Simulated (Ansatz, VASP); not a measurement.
# SiC in VASP and in Ansatz

INCAR

```
PREC = Accurate
ENCUT = 520
EDIFF = 1E-6
ISMEAR = 0
SIGMA = 0.05
LREAL = False
LASPH = True
NELM = 80
ALGO = Normal
ISIF = 2
LWAVE = False
LCHARG = False
GGA = CA
NBANDS = 16
```

KPOINTS

```
regular mesh
0
Gamma
  12 12 6
```

Contents of POSCAR:

```
SiC
1.0
    3.1125233865      0.0000000000      0.0000000000
   -1.5562616933      2.6955243226      0.0000000000
    0.0000000000      0.0000000000      4.8362388379
Si C
2 2
Direct
    0.3333333333      0.6666666667      0.0046041256
    0.6666666667      0.3333333333      0.5046041256
    0.3333333333      0.6666666667      0.3803958744
    0.6666666667      0.3333333333      0.8803958744
```

Input for Ansatz:

```yaml
crystal:
  lattice:
    - [3.1125233865, 0.0, 0.0]
    - [-1.5562616933, 2.6955243226, 0.0]
    - [0.0, 0.0, 4.8362388379]
  atoms:
    - { symbol: Si, position: [0.3333333333, 0.6666666667, 0.0046041256] }
    - { symbol: Si, position: [0.6666666667, 0.3333333333, 0.5046041256] }
    - { symbol: C, position: [0.3333333333, 0.6666666667, 0.3803958744] }
    - { symbol: C, position: [0.6666666667, 0.3333333333, 0.8803958744] }
basis:
  ecutwfc: 520.0
kpoints:
  mp_grid: { grid: [12, 12, 6] }
hamiltonian:
  xc: lda
  pseudopotentials: { kind: paw, azcp: { folder: soft_1 } }
scf:
  occupations: { method: gaussian, width: 0.05 }
output:
  forces: true
  stress: true
  eigenvalues: true
```

Alike in both runs: task single point; functional LDA; k mesh 12 × 12 × 6; occupations gaussian, width 0.05 eV; no spin polarisation.

|  | VASP | Ansatz |
| --- | --- | --- |
| version | VASP 6.6.1 | Ansatz 0.2.0 |
| potentials or method | VASP PAW LDA potentials, release 64 (Si, C), cutoff 520 eV | scalar-relativistic, plane waves, PAW |
| valence electrons in the cell | 16 | 16 |

```csv
,VASP,Ansatz,Ansatz less VASP
gap on the k mesh at the Fermi level (eV),2.21,2.23,+0.016
least direct gap on the mesh (eV),3.38,3.40,+0.013
pressure (GPa),1.2,0.8,-0.40
"traceless stress, the component that is largest in VASP (GPa)",22.02,21.91,-0.106
rms of the force components (eV/Å),0.422,0.421,-0.0009
```

Ansatz warns that its potentials were made for another functional, while VASP's fit it. LDA's correlation is that of Perdew and Zunger in VASP and of Perdew and Wang (1992) in Ansatz. Atom by atom the forces differ by 0.001 eV/Å (rms over components).
